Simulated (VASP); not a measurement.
Here is a VASP 6.6.1 calculation.

INCAR

```
SYSTEM = HfMg3
PREC = Accurate
ENCUT = 520
EDIFF = 1E-7
ISMEAR = 1
SIGMA = 0.1
LREAL = .FALSE.
LASPH = .TRUE.
NELM = 100
ALGO = Normal
ISIF = 2
LWAVE = .FALSE.
LCHARG = .FALSE.
GGA = PE
NBANDS = 16
```

Contents of KPOINTS:

```
Automatic mesh
0
G
  7 7 7
  0 0 0
```

The input POSCAR:

```
HfMg3
1.0
   -2.2410974893      2.2410974893      4.5143203357
    2.2410974893     -2.2410974893      4.5143203357
    2.2410974893      2.2410974893     -4.5143203357
Mg Hf
3 1
Direct
    0.5000000000      0.5000000000      0.0000000000
    0.2500000000      0.7500000000      0.5000000000
    0.7500000000      0.2500000000      0.5000000000
    0.0000000000      0.0000000000      0.0000000000
```

Potentials or basis: VASP PAW PBE potentials, release 64 (Mg, Hf_pv).

Launch:

```console
$ cat potpaw_PBE.64/Mg/POTCAR potpaw_PBE.64/Hf_pv/POTCAR > POTCAR
$ mpirun -np 1 vasp_std > vasp.out
```

(1) Predict the band gap on the k mesh.

(2) Estimate the pressure.

Results:

(1) zero (band 8 reaches 3.53 eV, above the bottom of band 9 at 2.06 eV).

(2) -1.2 GPa.

Caveat: spin-orbit coupling is left out, which moves the levels of the heavy elements.
